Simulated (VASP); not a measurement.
Re:

```
Re
1.0
     2.76080    0.00000    0.00000
    -1.38040    2.39092    0.00000
     0.00000    0.00000    4.45820
Re
2
Direct
  0.33333 0.66667 0.25000
  0.66667 0.33333 0.75000
```

* Program: VASP 6.6.1
* Task: relaxation of cell and atoms
* Functional: LDA
* Potentials or basis: VASP PAW LDA potentials, release 64 (Re)
* Cutoff: 600 eV
* k mesh: 21 × 21 × 12
* Occupations: fermi-dirac, width 0.05 eV
* Spin: no spin polarisation

At the start: pressure -8.8 GPa; volume 14.71 Å³/atom.

Problem. Where does the relaxation end?

Solution. Over 10 steps the energy falls by 9.1 meV/atom and the volume is 14.39 Å³/atom (-2.2 %); space group P6_3/mmc (No. 194, to 0.1 Å) before and after.

The path:
| step | energy change (eV) | largest force (eV/Å) | pressure (GPa) | volume (Å³) |
| --- | --- | --- | --- | --- |
| 1 | 0.0000 | 0.0000 | -8.77 | 29.43 |
| 2 | 0.3564 | 0.0000 | 49.37 | 26.13 |
| 3 | -0.0182 | 0.0000 | -0.42 | 28.81 |
| 4 | -0.0182 | 0.0000 | -0.05 | 28.78 |
| 5 | -0.0182 | 0.0000 | 0.14 | 28.77 |
| 6 | -0.0182 | 0.0000 | -0.47 | 28.81 |
| 7 | -0.0182 | 0.0000 | -0.11 | 28.79 |
| 8 | -0.0182 | 0.0000 | -0.10 | 28.78 |
| 9 | -0.0182 | 0.0000 | 0.20 | 28.76 |
| 10 | -0.0182 | 0.0000 | 0.01 | 28.78 |

Final structure:
```yaml
crystal:
  lattice:
    - [2.74186, 0.00000, 0.00000]
    - [-1.37093, 2.37452, 0.00000]
    - [0.00000, 0.00000, 4.42013]
  atoms:
    - { symbol: Re, position: [0.33333, 0.66667, 0.25000] }
    - { symbol: Re, position: [0.66667, 0.33333, 0.75000] }
```
